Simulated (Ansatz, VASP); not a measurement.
# One calculation of MoS2, two programs

File INCAR:

```
ALGO = Normal
EDIFF = 1E-7
ENCUT = 520
GGA = RP
ISIF = 2
ISMEAR = -1
LASPH = T
LCHARG = F
LREAL = F
LWAVE = F
NBANDS = 35
NELM = 80
PREC = Accurate
SIGMA = 0.05
```

Contents of KPOINTS:

```
k-points
0
Gamma
  10 10 2
```

File POSCAR:

```
MoS2
1.0
    3.1195325729      0.0000000000      0.0000000000
   -1.5597662865      2.7015944561      0.0000000000
    0.0000000000      0.0000000000     21.2281547802
Mo S
2 4
Direct
    0.3333333333      0.6666666667      0.8511602300
    0.6666666667      0.3333333333      0.1488397700
    0.6666666667      0.3333333333      0.7796253900
    0.3333333333      0.6666666667      0.0772510000
    0.6666666667      0.3333333333      0.9227490000
    0.3333333333      0.6666666667      0.2203746100
```

File input.yaml:

```yaml
crystal:
  lattice:
    - [3.1195325729, 0.0, 0.0]
    - [-1.5597662865, 2.7015944561, 0.0]
    - [0.0, 0.0, 21.2281547802]
  atoms:
    - { symbol: Mo, position: [0.3333333333, 0.6666666667, 0.85116023] }
    - { symbol: Mo, position: [0.6666666667, 0.3333333333, 0.14883977] }
    - { symbol: S, position: [0.6666666667, 0.3333333333, 0.77962539] }
    - { symbol: S, position: [0.3333333333, 0.6666666667, 0.077251] }
    - { symbol: S, position: [0.6666666667, 0.3333333333, 0.922749] }
    - { symbol: S, position: [0.3333333333, 0.6666666667, 0.22037461] }
hamiltonian:
  xc: rpbe
  pseudopotentials: { kind: paw }
kpoints:
  mp_grid: { grid: [10, 10, 2] }
scf:
  occupations: { method: fermi_dirac, width: 0.05 }
output:
  forces: true
  stress: true
  eigenvalues: true
  write_density: true
  write_potential: true
  elf: true
  volumetric_format: npy
```

Alike in both runs: task single point; functional RPBE; k mesh 10 × 10 × 2; occupations fermi-dirac, width 0.05 eV; no spin polarisation.

|  | VASP | Ansatz |
| --- | --- | --- |
| version | VASP 6.6.1 | Ansatz 0.2.0 |
| potentials or method | VASP PAW PBE potentials, release 64 (Mo_sv, S) | Ansatz PAW |
| plane-wave cutoff (eV) | 520 | 420 |
| valence electrons in the cell | 52 | 52 |

```tsv
	VASP	Ansatz	Ansatz less VASP
gap on the k mesh at the Fermi level (eV)	1.51	1.49	-0.019
least direct gap on the mesh (eV)	2.06	2.06	-0.004
rms of the force components (eV/Å)	0.675	0.690	+0.0152
```

VASP's potentials were made for PBE, not for RPBE. Atom by atom the forces differ by 0.015 eV/Å (rms over components).
